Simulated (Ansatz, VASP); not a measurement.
## Ag: VASP beside Ansatz

```
Ag
1.0
    -1.61038    1.65353    1.61816
     1.65931   -1.66055    1.67410
     1.63933    1.68950   -1.62517
Ag
1
Direct
  0.00000 0.00000 0.00000
```

Change from the starting cell: cell sheared at random, sigma 0.01, atoms nudged by 0.01 Å.

Alike in both runs: functional HSE06; k mesh 6 × 6 × 6; occupations fermi-dirac, width 0.05 eV; no spin polarisation.

|  | VASP | Ansatz |
| --- | --- | --- |
| version | VASP 6.6.1 | Ansatz 0.2.0 |
| potentials or method | VASP PAW PBE potentials, release 64 (Ag) | Ansatz PAW |
| plane-wave cutoff (eV) | 400 | 420 |
| valence electrons in the cell | 11 | 19 |
| task | single point | band structure |

|  | VASP | Ansatz | Ansatz less VASP |
| --- | --- | --- | --- |
| gap on the k mesh at the Fermi level (eV) | none | none | - |
| pressure (GPa) | -0.9 | -0.5 | +0.38 |
| traceless stress, the component that is largest in VASP (GPa) | 2.65 | 2.63 | -0.015 |

A gap of «none» marks a metal or a gap that the smearing closes. VASP's potentials hold 11 valence electrons a cell and Ansatz's 19, so a difference there can come from the potentials and not from the codes.

The k mesh is coarse, so the values compare programs but aren't converged.
